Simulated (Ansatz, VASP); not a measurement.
One calculation of Hf, two programs

INCAR

```
PREC = Accurate ; ENCUT = 520
EDIFF = 1E-6 ; ISMEAR = 1
SIGMA = 0.01 ; LREAL = F
LASPH = T ; NELM = 60
ALGO = Normal ; ISIF = 2
LWAVE = F ; LCHARG = F
GGA = PE ; NBANDS = 17
```

Contents of KPOINTS:

```
regular mesh
0
Gamma
  11 11 6
```

The input POSCAR:

```
Hf
1.0
    3.2045059552      0.0000000000      0.0000000000
   -1.6022529776      2.7751835638      0.0000000000
    0.0000000000      0.0000000000      5.0738215932
Hf
2
Direct
    0.3333333333      0.6666666667      0.2500000000
    0.6666666667      0.3333333333      0.7500000000
```

Input for Ansatz:

```yaml
crystal:
  lattice:
    - [3.2045059552, 0.0, 0.0]
    - [-1.6022529776, 2.7751835638, 0.0]
    - [0.0, 0.0, 5.0738215932]
  atoms:
    - { symbol: Hf, position: [0.3333333333, 0.6666666667, 0.25] }
    - { symbol: Hf, position: [0.6666666667, 0.3333333333, 0.75] }
hamiltonian:
  xc: pbe
  pseudopotentials:
    kind: paw
    azcp:
      Hf: "pseudopotentials/Hf.paw.azcp"
basis:
  ecutwfc: 420
  fft_grid_basis: typed
kpoints:
  mp_grid: { grid: [11, 11, 6], shift: [0, 0, 0] }
magnetization:
  spin_polarized: false
scf:
  occupations: { method: methfessel_paxton, width: 0.01 }
  lower_state_search: "off"
output:
  stress: true
```

Alike in both runs: task single point; functional PBE; k mesh 11 × 11 × 6; occupations methfessel-paxton of order 1, width 0.01 eV; no spin polarisation.

```csv
,VASP,Ansatz
version,VASP 6.6.1,Ansatz 0.2.0
potentials or method,"VASP PAW PBE potentials, release 64 (Hf_pv), cutoff 520 eV","plane waves (420 eV) with PAW, scalar-relativistic"
valence electrons in the cell,20,52
```

|  | VASP | Ansatz | Ansatz less VASP |
| --- | --- | --- | --- |
| pressure (GPa) | -0.2 | 0.2 | +0.41 |
| traceless stress, the component that is largest in VASP (GPa) | 0.05 | 0.11 | +0.058 |

VASP's potentials hold 20 valence electrons a cell and Ansatz's 52, so a difference there can come from the potentials and not from the codes.

Neither program's run includes spin-orbit coupling.
